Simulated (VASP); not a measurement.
# SiGe2 (Fm-3m) in VASP: further runs

The runs below take SiGe2 through single point, relaxation of cell and atoms, with PBE.

All numbers are computed with VASP 6.6.1; they aren't measurements. Logs are shortened: lines on timing, memory, paths and dates and some standing lists are left out, and cuts for length are marked.

## (1) The cell of the first run

Symmetry: Fm-3m, No. 225, cubic system. The conventional cell has a = 5.064 Å, b = 5.064 Å, c = 5.064 Å, α = 90.00°, β = 90.00°, γ = 90.00°. Within 2.9 Å of Si (site symmetry m-3m) lie 8 Ge at 2.19 Å. Ge (site symmetry -43m) has 4 Si at 2.19 Å and 6 Ge at 2.53 Å within 2.9 Å.

The cell was built from a structure type or drawn by symmetry, and may not be a known phase.

## (2) Single point, PBE

INCAR

```
SYSTEM = SiGe2
  ALGO = Normal
  EDIFF = 1E-6
  ENCUT = 520
  GGA = PE
  ISIF = 2
  ISMEAR = 0
  LASPH = .True.
  LCHARG = .True.
  LELF = .True.
  LREAL = .False.
  LVHAR = .True.
  LWAVE = .False.
  NBANDS = 23
  NELM = 80
  PREC = Accurate
  SIGMA = 0.1
```

KPOINTS

```
k-points
0
Gamma
  6 6 6
  0 0 0
```

POSCAR

```
SiGe2
1.0
    0.0000000000      2.5319587700      2.5319587700
    2.5319587700      0.0000000000      2.5319587700
    2.5319587700      2.5319587700      0.0000000000
Si Ge
1 2
Direct
    0.0000000000      0.0000000000      0.0000000000
    0.2500000000      0.2500000000      0.2500000000
    0.7500000000      0.7500000000      0.7500000000
```

Potentials or basis: VASP PAW PBE potentials, release 64 (Si, Ge_d).

Run with:

```sh
$ cat potpaw_PBE.64/Si/POTCAR potpaw_PBE.64/Ge_d/POTCAR > POTCAR
$ mpirun -np 1 vasp_std > vasp.out
```

OUTCAR:

```text
SYSTEM = SiGe2
   EDIFF = 1E-6
   ENCUT = 520
   GGA = PE
   ISIF = 2
   ISMEAR = 0
   LASPH = .True.
   LREAL = .False.
   NELM = 80
   PREC = Accurate

 ion  position               nearest neighbor table
   1  0.000  0.000  0.000-   3 2.19   3 2.19   3 2.19   2 2.19   3 2.19   2 2.19   2 2.19   2 2.19

   2  0.250  0.250  0.250-   1 2.19   1 2.19   1 2.19   1 2.19   3 2.53   3 2.53   3 2.53   3 2.53
                             3 2.53   3 2.53
   3  0.750  0.750  0.750-   1 2.19   1 2.19   1 2.19   1 2.19   2 2.53   2 2.53   2 2.53   2 2.53
                             2 2.53   2 2.53

  LATTYP: Found a face centered cubic cell.
 ALAT       =     5.0639175400

  Lattice vectors:

 A1 = (   0.0000000000,   2.5319587700,   2.5319587700)
 A2 = (   2.5319587700,   0.0000000000,   2.5319587700)
 A3 = (   2.5319587700,   2.5319587700,   0.0000000000)

Analysis of symmetry for initial positions (statically):
=====================================================================
 Subroutine PRICEL returns:
 Original cell was already a primitive cell.

 Routine SETGRP: Setting up the symmetry group for a
 face centered cubic supercell.

 Subroutine GETGRP returns: Found 48 space group operations
 (whereof 48 operations were pure point group operations)
 out of a pool of 48 trial point group operations.

The static configuration has the point symmetry O_h .

Analysis of symmetry for dynamics (positions and initial velocities):
=====================================================================
 Subroutine PRICEL returns:
 Original cell was already a primitive cell.

 Routine SETGRP: Setting up the symmetry group for a
 face centered cubic supercell.

 Subroutine GETGRP returns: Found 48 space group operations
 (whereof 48 operations were pure point group operations)
 out of a pool of 48 trial point group operations.

The dynamic configuration has the point symmetry O_h .

 Subroutine INISYM returns: Found 48 space group operations
 (whereof 48 operations are pure point group operations),
 and found     1 'primitive' translations

----------------------------------------------------------------------------------------

                                     Primitive cell

  volume of cell :      32.4638

  direct lattice vectors                    reciprocal lattice vectors
     0.000000000  2.531958770  2.531958770    -0.197475569  0.197475569  0.197475569
     2.531958770  0.000000000  2.531958770     0.197475569 -0.197475569  0.197475569
     2.531958770  2.531958770  0.000000000     0.197475569  0.197475569 -0.197475569

  length of vectors
     3.580730432  3.580730432  3.580730432     0.342037720  0.342037720  0.342037720

  position of ions in fractional coordinates (direct lattice)
     0.000000000  0.000000000  0.000000000
     0.250000000  0.250000000  0.250000000
     0.750000000  0.750000000  0.750000000

  ion indices of the primitive-cell ions
   primitive index   ion index
                 1           1
                 2           2
                 3           3

----------------------------------------------------------------------------------------

 KPOINTS: k-points

Automatic generation of k-mesh.
 Grid dimensions read from file:
 generate k-points for:    6    6    6

 Generating k-lattice:

  Cartesian coordinates                     Fractional coordinates (reciprocal lattice)
    -0.032912595  0.032912595  0.032912595     0.166666667  0.000000000  0.000000000
     0.032912595 -0.032912595  0.032912595     0.000000000  0.166666667  0.000000000
     0.032912595  0.032912595 -0.032912595     0.000000000  0.000000000  0.166666667

  Length of vectors
     0.057006287  0.057006287  0.057006287

  Shift w.r.t. Gamma in fractional coordinates (k-lattice)
     0.000000000  0.000000000  0.000000000

 Subroutine IBZKPT returns following result:
 ===========================================

 Found     16 irreducible k-points:

 Following reciprocal coordinates:
            Coordinates               Weight
  0.000000  0.000000  0.000000      1.000000
  0.166667  0.000000  0.000000      8.000000
  0.333333  0.000000  0.000000      8.000000
  0.500000  0.000000  0.000000      4.000000
  0.166667  0.166667  0.000000      6.000000
  0.333333  0.166667  0.000000     24.000000
[... 8 lines left out ...]
 -0.333333  0.333333  0.166667     24.000000
 -0.333333  0.500000  0.166667     12.000000
   k-points           NKPTS =     16   k-points in BZ     NKDIM =     16   number of bands    NBANDS=     23
   number of dos      NEDOS =    301   number of ions     NIONS =      3
   total plane-waves  NPLWV =  21952
   dimension x,y,z NGX =    28 NGY =   28 NGZ =   28
   dimension x,y,z NGXF=    56 NGYF=   56 NGZF=   56
   ions per type =               1   2
   NGX,Y,Z   is equivalent  to a cutoff of  13.00, 13.00, 13.00 a.u.
   NGXF,Y,Z  is equivalent  to a cutoff of  26.00, 26.00, 26.00 a.u.
 SYSTEM =  SiGe2
   PREC   = accura    normal or accurate (medium, high low for compatibility)
   ISTART =      0    job   : 0-new  1-cont  2-samecut
   ICHARG =      2    charge: 1-file 2-atom 10-const
   ISPIN  =      1    spin polarized calculation?
   LNONCOLLINEAR =      F non collinear calculations
   LSORBIT =      F    spin-orbit coupling
   LASPH  =      T    aspherical Exc in radial PAW
   ENCUT  =  520.0 eV  38.22 Ry    6.18 a.u.   6.66  6.66  6.66*2*pi/ulx,y,z
   NELM   =     80;   NELMIN=  2; NELMDL= -5     # of ELM steps
   EDIFF  = 0.1E-05   stopping-criterion for ELM
   LREAL  =      F    real-space projection
   EDIFFG = 0.1E-04   stopping-criterion for IOM
   NSW    =      0    number of steps for IOM
   IBRION =     -1    ionic relax: 0-MD 1-quasi-New 2-CG
   NFREE  =      0    steps in history (QN), initial steepest desc. (CG)
   ISIF   =      2    stress and relaxation
   ISYM   =      2    0-nonsym 1-usesym 2-fastsym
   POTIM  = 0.5000    time-step for ionic-motion
   TEBEG  =    0.0;   TEEND  =   0.0 temperature during run
   PSTRESS=    0.0 pullay stress
   NELECT =      32.0000    total number of electrons
   NUPDOWN=      -1.0000    fix difference up-down
   EMIN   =  10.00;   EMAX   =-10.00  energy-range for DOS
   EFERMI =   0.00;   METHOD = LEGACY
   ISMEAR =     0;   SIGMA  =   0.10  broadening in eV -4-tet -1-fermi 0-gaus
   EFERMI_NEDOS =   21; number of points for ismear=-14 and -15
   IALGO  =     38    algorithm
   IMIX   =      4    mixing-type and parameters
     AMIX     =   0.40;   BMIX     =  1.00
     AMIX_MAG =   1.60;   BMIX_MAG =  1.00
  volume/ion in A,a.u.               =      10.82        73.03
  Fermi-wavevector in a.u.,A,eV,Ry     =   1.629264  3.078863 36.116692  2.654502
  Thomas-Fermi vector in A             =   2.721759
   LORBIT       =      0    0 simple, 1 ext, 2 COOP (PROOUT), +10 PAW based schemes
   GGA     = PE    functional components
   LHFCALC =     F    Hartree Fock is set to
   AEXX    =    0.0000 exact exchange contribution
   IVDW    =     0    specifies the selected vdW correction
   LEPSILON=     F    determine dielectric tensor
   LRPA    =     F    only Hartree local field effects (RPA)
 non-spin polarized calculation
 Gauss-broadening in eV      SIGMA  =   0.10
  energy-cutoff  :      520.00
  volume of cell :       32.46
 maximum number of plane-waves:       893
 NGX is ok and might be reduce to    28
   NGX = 13   NGY = 13   NGZ = 13

 number of electron      31.9999996 magnetization

 Free energy of the ion-electron system (eV)
  ---------------------------------------------------
  ext. energy  EPLUGINS =         0.00000000
  ---------------------------------------------------
  free energy    TOTEN  =        -6.03393238 eV

  energy without entropy =       -6.02511178  energy(sigma->0) =       -6.02952208

 E-fermi :  14.5877     XC(G=0): -13.5494

 val. band max:       14.4335112980   @ k =   0.5000   0.1667   0.0000
 cond. band min:      14.6445197619   @ k =  -0.3333   0.1667   0.0000
 fundamental gap:      0.2110084639
 Fermi energy:        14.5877358026

 k-point     1 :       0.0000    0.0000    0.0000
  band No.  band energies     occupation
      1     -11.2567      2.00000
      2     -11.2567      2.00000
      3     -11.1617      2.00000
      4     -11.1617      2.00000
      5     -11.1617      2.00000
      6     -10.8112      2.00000
[... 15 lines left out ...]
     22      19.5623      0.00000
     23      19.7270      0.00000

 k-point     2 :       0.1667    0.0000    0.0000
  band No.  band energies     occupation
      1     -11.2178      2.00000
      2     -11.2178      2.00000
      3     -11.1443      2.00000
      4     -11.1331      2.00000
      5     -11.1331      2.00000
      6     -10.8312      2.00000
[... 15 lines left out ...]
     22      20.6319      0.00000
     23      23.5241      0.00000

 k-point     3 :       0.3333    0.0000    0.0000
  band No.  band energies     occupation
      1     -11.1108      2.00000
      2     -11.1108      2.00000
      3     -11.0914      2.00000
      4     -11.0581      2.00000
      5     -11.0581      2.00000
      6     -10.8911      2.00000
[... 15 lines left out ...]
     22      25.9990      0.00000
     23      27.0314      0.00000

 k-point     4 :       0.5000    0.0000    0.0000
  band No.  band energies     occupation
      1     -11.0362      2.00000
      2     -11.0014      2.00000
      3     -11.0014      2.00000
      4     -10.9578      2.00000
      5     -10.9578      2.00000
      6     -10.9507      2.00000
[... 15 lines left out ...]
     22      23.0895      0.00000
     23      24.0080      0.00000

 k-point     5 :       0.1667    0.1667    0.0000
  band No.  band energies     occupation
      1     -11.2461      2.00000
      2     -11.1848      2.00000
      3     -11.1637      2.00000
      4     -11.1073      2.00000
      5     -11.1073      2.00000
      6     -10.8473      2.00000
[... 15 lines left out ...]
     22      20.8573      0.00000
     23      20.8573      0.00000

 k-point     6 :       0.3333    0.1667    0.0000
  band No.  band energies     occupation
      1     -11.1999      2.00000
      2     -11.1658      2.00000
      3     -11.0670      2.00000
      4     -11.0435      2.00000
      5     -11.0409      2.00000
      6     -10.8974      2.00000
[... 15 lines left out ...]
     22      24.2272      0.00000
     23      24.7106      0.00000

 k-point     7 :       0.5000    0.1667    0.0000
  band No.  band energies     occupation
      1     -11.1038      2.00000
      2     -11.0906      2.00000
      3     -11.0026      2.00000
      4     -10.9848      2.00000
      5     -10.9751      2.00000
      6     -10.9567      2.00000
[... 145 lines left out ...]
     22      26.0688      0.00000
     23      29.4015      0.00000

 k-point    13 :       0.5000    0.5000    0.0000
  band No.  band energies     occupation
      1     -11.2257      2.00000
      2     -11.2144      2.00000
      3     -11.0604      2.00000
      4     -10.9570      2.00000
      5     -10.9570      2.00000
      6     -10.9358      2.00000
[... 15 lines left out ...]
     22      26.0365      0.00000
     23      26.1919      0.00000

 k-point    14 :       0.5000    0.3333    0.1667
  band No.  band energies     occupation
      1     -11.1691      2.00000
      2     -11.1526      2.00000
      3     -11.0097      2.00000
      4     -10.9800      2.00000
      5     -10.9720      2.00000
      6     -10.9578      2.00000
[... 15 lines left out ...]
     22      24.6578      0.00000
     23      26.9601      0.00000

 k-point    15 :      -0.3333    0.3333    0.1667
  band No.  band energies     occupation
      1     -11.1145      2.00000
      2     -11.0927      2.00000
      3     -11.0899      2.00000
      4     -11.0465      2.00000
      5     -10.9542      2.00000
      6     -10.9536      2.00000
[... 15 lines left out ...]
     22      24.4892      0.00000
     23      27.9778      0.00000

 k-point    16 :      -0.3333    0.5000    0.1667
  band No.  band energies     occupation
      1     -11.1672      2.00000
      2     -11.1567      2.00000
      3     -11.0835      2.00000
      4     -11.0207      2.00000
      5     -10.9520      2.00000
      6     -10.9420      2.00000
[... 15 lines left out ...]
     22      25.8004      0.00000
     23      26.2546      0.00000

------------------------ aborting loop because EDIFF is reached ----------------------------------------

  FORCE on cell =-STRESS in cart. coord.  units (eV):
  Direction    XX          YY          ZZ          XY          YZ          ZX
  --------------------------------------------------------------------------------------
  -------------------------------------------------------------------------------------
  Total       29.2706544     29.2706544     29.2706544      0.0000000     -0.0000000      0.0000000
  in kB     1444.5850970   1444.5850970   1444.5850970      0.0000000     -0.0000000      0.0000000
  external PRESSURE =    1444.5850970 kB  Pullay stress =       0.0000000 kB

 VOLUME and BASIS-vectors are now :
 -----------------------------------------------------------------------------
  energy-cutoff  :      520.00
  volume of cell :       32.46
      direct lattice vectors                 reciprocal lattice vectors
     0.000000000  2.531958770  2.531958770    -0.197475569  0.197475569  0.197475569
     2.531958770  0.000000000  2.531958770     0.197475569 -0.197475569  0.197475569
     2.531958770  2.531958770  0.000000000     0.197475569  0.197475569 -0.197475569

 POSITION                                       TOTAL-FORCE (eV/Angst)
 -----------------------------------------------------------------------------------
      0.00000      0.00000      0.00000         0.000000      0.000000      0.000000
      1.26598      1.26598      1.26598         0.000000      0.000000      0.000000
      3.79794      3.79794      3.79794        -0.000000     -0.000000     -0.000000
 -----------------------------------------------------------------------------------
    total drift:                                0.000000      0.000000      0.000000

  FREE ENERGIE OF THE ION-ELECTRON SYSTEM (eV)
  ---------------------------------------------------
  free  energy   TOTEN  =        -6.0339323811 eV

  energy  without entropy=       -6.0251117796  energy(sigma->0) =       -6.02952208
```

Wall time 32 s (1 thread of Intel Xeon 8259CL, shared host); peak memory 0.16 GiB.

Results:

* Free energy: -6.0339 eV
* Pressure: 144.5 GPa
* Band gap on the k mesh: zero (bands 16 and 17 overlap by 4.43 eV)

Caveat: the cell stands under pressure.

## (3) Single point, PBE

This run uses another cell than the first one, of 20.15 Å³/atom.

INCAR

```
PREC     = Accurate       # precision mode
ENCUT    = 520            # plane-wave cutoff, eV
EDIFF    = 1E-6           # SCF threshold, eV
ISMEAR   = 0              # smearing method
SIGMA    = 0.1            # smearing width, eV
LREAL    = False          # projectors in reciprocal space
LASPH    = True           # aspherical terms in the spheres
NELM     = 60             # most SCF steps
ALGO     = Normal         # electronic algorithm
ISIF     = 2              # what is computed and relaxed
LWAVE    = False          # write WAVECAR
LCHARG   = True           # write CHGCAR
GGA      = PE             # functional
LELF     = True           # ELF
LVHAR    = True         
NBANDS   = 23             # bands
```

KPOINTS

```
regular mesh
0
Gamma
  6 6 6
```

POSCAR

```
SiGe2
1.0
    0.0000000000      3.1149766959      3.1149766959
    3.1149766959      0.0000000000      3.1149766959
    3.1149766959      3.1149766959      0.0000000000
Si Ge
1 2
Direct
    0.0000000000      0.0000000000      0.0000000000
    0.2500000000      0.2500000000      0.2500000000
    0.7500000000      0.7500000000      0.7500000000
```

Potentials or basis: VASP PAW PBE potentials, release 64 (Si, Ge_d).

Run with:

```sh
$ cat potpaw_PBE.64/Si/POTCAR potpaw_PBE.64/Ge_d/POTCAR > POTCAR
$ mpirun -np 1 vasp_std > vasp.out
```

It took 52 s on 1 thread of Intel Xeon 8259CL, shared host; peak memory 0.2 GiB.

The run converged. Its results:

```yaml
Free_energy: -13.2466 eV
Pressure: -0.1 GPa
Band_gap_on_the_k_mesh: zero (bands 16 and 17 overlap by 1.76 eV)
```

Levels at points of the mesh, in eV from the Fermi level:
```csv
k point,band 13,band 14,band 15,band 16,band 17,band 18,band 19,band 20
"(0.00, 0.00, 0.00)",-1.44,-1.44,-1.44,-1.25,-0.90,-0.90,-0.90,4.16
"(0.50, 0.00, 0.00)",-4.28,-2.61,-2.61,-0.53,-0.53,0.13,5.14,5.82
"(0.50, 0.50, 0.00)",-6.94,-4.48,-4.48,-1.07,4.24,4.24,4.98,6.49
```

## (4) Relaxation of cell and atoms, PBE

INCAR

```
ALGO     = Normal         # electronic algorithm
EDIFF    = 1E-7           # SCF threshold, eV
EDIFFG   = -0.04          # ionic threshold
ENCUT    = 600            # plane-wave cutoff, eV
GGA      = PE             # functional
IBRION   = 2              # ionic algorithm
ISIF     = 3              # what is computed and relaxed
ISMEAR   = 0              # smearing method
LASPH    = True           # aspherical terms in the spheres
LCHARG   = False          # write CHGCAR
LREAL    = False          # projectors in reciprocal space
LWAVE    = False          # write WAVECAR
NELM     = 100            # most SCF steps
NSW      = 90             # ionic steps
PREC     = Accurate       # precision mode
SIGMA    = 0.1            # smearing width, eV
```

KPOINTS

```
k-points
0
Gamma
  6 6 6
```

POSCAR

```
SiGe2
1.0
    0.0000000000      2.5319587700      2.5319587700
    2.5319587700      0.0000000000      2.5319587700
    2.5319587700      2.5319587700      0.0000000000
Si Ge
1 2
Direct
    0.0000000000      0.0000000000      0.0000000000
    0.2500000000      0.2500000000      0.2500000000
    0.7500000000      0.7500000000      0.7500000000
```

Run with:

```sh
$ cat potpaw_PBE.64/Si/POTCAR potpaw_PBE.64/Ge_d/POTCAR > POTCAR
$ mpirun -np 1 vasp_std > vasp.out
```

Wall time 2 min (1 thread of Intel Xeon 8259CL, shared host); peak memory 0.17 GiB.

It converged, with:

```
Free energy                           : -13.2135 eV
Relaxed volume                        : 20.12 Å³/atom
Relaxed cell                          : a = 4.403 Å, b = 4.403 Å, c = 4.403 Å, α = 60.00°, β = 60.00°, γ = 60.00°
Space group after relaxing (to 0.1 Å) : Fm-3m (No. 225)
Energy gained by relaxing             : 2393.1 meV/atom
Ionic steps                           : 4
Pressure after relaxing               : -0.1 GPa
Band gap on the k mesh                : zero (bands 16 and 17 overlap by 1.77 eV)
```

The path:
```csv
step,energy change (eV),largest force (eV/Å),pressure (GPa),volume (Å³)
1,0.0000,0.0000,144.62,32.46
2,-4.8777,0.0000,-12.69,103.38
3,-7.1776,0.0000,-0.66,61.05
4,-7.1793,0.0000,-0.09,60.36
```

Final structure:
```cif
data_structure
_symmetry_space_group_name_H-M 'P 1'
_symmetry_Int_Tables_number 1
_cell_length_a 4.4030
_cell_length_b 4.4030
_cell_length_c 4.4030
_cell_angle_alpha 60.000
_cell_angle_beta 60.000
_cell_angle_gamma 60.000
_cell_volume 60.36
loop_
_atom_site_label
_atom_site_type_symbol
_atom_site_fract_x
_atom_site_fract_y
_atom_site_fract_z
_atom_site_occupancy
Si1 Si 0.00000 0.00000 0.00000 1
Ge1 Ge 0.25000 0.25000 0.25000 1
Ge2 Ge 0.75000 0.75000 0.75000 1
```

Levels at points of the mesh, in eV from the Fermi level:
```tsv
k point	band 13	band 14	band 15	band 16	band 17	band 18	band 19	band 20
(0.00, 0.00, 0.00)	-1.45	-1.45	-1.45	-1.24	-0.91	-0.91	-0.91	4.16
(0.50, 0.00, 0.00)	-4.27	-2.62	-2.62	-0.54	-0.54	0.13	5.15	5.83
(0.50, 0.50, 0.00)	-6.95	-4.49	-4.49	-1.07	4.24	4.24	4.99	6.49
```

Caveat: the volume moved by over 15 % at a fixed basis, so the end points are rough.

## (5) Summary

| task | cell | cutoff (eV) | gap on the mesh (eV) | pressure (GPa) |
| --- | --- | --- | --- | --- |
| single point | a = 3.581 Å, angles 60.0°, 3 atoms | 520 | none | 144.5 |
| single point | a = 4.405 Å, angles 60.0°, 3 atoms | 520 | none | -0.1 |
| relaxation of cell and atoms | relaxed from a = 3.581 Å, angles 60.0°, 3 atoms | 600 | none | -0.1 |

Alike in all rows: level PBE; potentials or basis VASP PAW PBE potentials, release 64 (Si, Ge_d); no spin polarisation; k mesh 6 × 6 × 6; smearing gaussian 0.1 eV.

Caveats: the cell stands under pressure (at least some runs); the volume moved by over 15 % at a fixed basis, so the end points are rough (at least some runs).

Total energies depend on the potentials used, so only differences within one code and one set of settings carry meaning.
